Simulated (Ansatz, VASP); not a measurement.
# Two plane-wave programs on CaSe

```
Ca Se
1.0
     3.45341    0.00000    0.00000
     0.00000    3.63478    0.00000
     0.00000    0.00000    3.63478
Ca Se
1 1
Cartesian
  0.0000 0.0000 0.0000
  1.7267 1.8174 1.8174
```

Change from the starting cell: uniaxial_x strain -5.0%.

Alike in both runs: task single point; functional HSE06; k mesh 6 × 6 × 6; no spin polarisation.

|  | VASP | Ansatz |
| --- | --- | --- |
| version | VASP 6.6.1 | Ansatz 0.2.0 |
| potentials or method | VASP PAW PBE potentials, release 64 (Ca_sv, Se) | plane waves, PAW |
| plane-wave cutoff (eV) | 520 | 420 |
| occupations | gaussian, width 0.01 eV | fixed |
| valence electrons in the cell | 16 | 26 |

```tsv
	VASP	Ansatz	Ansatz less VASP
gap on the k mesh at the Fermi level (eV)	0.92	0.91	-0.012
pressure (GPa)	3.4	3.3	-0.07
traceless stress, the component that is largest in VASP (GPa)	6.30	6.31	+0.002
```

VASP's potentials hold 16 valence electrons a cell and Ansatz's 26, so a difference there can come from the potentials and not from the codes. Ansatz's warnings: stress exchange threshold loose, stress scf threshold loose.
